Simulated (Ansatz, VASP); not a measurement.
# Two plane-wave programs on La

```
CELL_PARAMETERS angstrom
3.75000 0.00000 0.00000
-1.87500 3.24760 0.00000
0.00000 0.00000 5.82720
ATOMIC_POSITIONS crystal
La 0.66667 0.33333 0.75000
La 0.33333 0.66667 0.25000
```

Alike in both runs: functional PBE; k mesh 7 × 7 × 4; occupations fermi-dirac, width 0.05 eV; no spin polarisation.

|  | VASP | Ansatz |
| --- | --- | --- |
| version | VASP 6.6.1 | Ansatz 0.2.0 |
| potentials or method | VASP PAW PBE potentials, release 64 (La) | Ansatz PAW |
| plane-wave cutoff (eV) | 520 | 420 |
| valence electrons in the cell | 22 | 22 |
| task | single point | band structure |

VASP gave:

- gap on the k mesh at the Fermi level (eV): none
- pressure (GPa): 2.0
- traceless stress, the component that is largest in VASP (GPa): 1.13

What did Ansatz give for the same quantities?

gap on the k mesh at the Fermi level (eV): none; pressure (GPa): 1.9; traceless stress, the component that is largest in VASP (GPa): 1.13.

A gap of «none» marks a metal or a gap that the smearing closes. With one functional, cell and mesh, what is left measures potentials, basis and numerics.

Neither program's run includes spin-orbit coupling.
